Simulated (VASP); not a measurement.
Crystal: NbP.

```xyz
4
Lattice="-1.6970 1.6970 5.8156 1.6970 -1.6970 5.8156 1.6970 1.6970 -5.8156" Properties=species:S:1:pos:R:3 pbc="T T T"
Nb    1.6970    0.0000    2.9064
Nb    0.0000    0.0000    5.8143
P     0.0000    1.6970    3.8703
P     0.0000    0.0000    0.9625
```

This cell differs from its parent crystal: volume scaled by 1.04.

Base run:

* Program: VASP 6.6.1
* Functional: PBEsol
* Potentials or basis: VASP PAW PBE potentials, release 64 (Nb_sv, P)
* Cutoff: 520 eV
* k mesh: 11 × 11 × 11
* Occupations: fermi-dirac, width 0.05 eV
* Spin: no spin polarisation

Its results: band gap on the k mesh zero (filled and empty bands overlap); pressure -12.9 GPa.

**Question.** The run is repeated on the same cell with these changes: functional from PBEsol to LDA; potentials or basis from VASP PAW PBE potentials, release 64 (Nb_sv, P) to VASP PAW LDA potentials, release 64 (Nb_sv, P). What comes out?

**Answer.** Band gap on the k mesh zero (filled and empty bands overlap); pressure -15.6 GPa.

Caveats: the PAW data sets were made with another functional, which shifts forces and pressure a little (some runs).
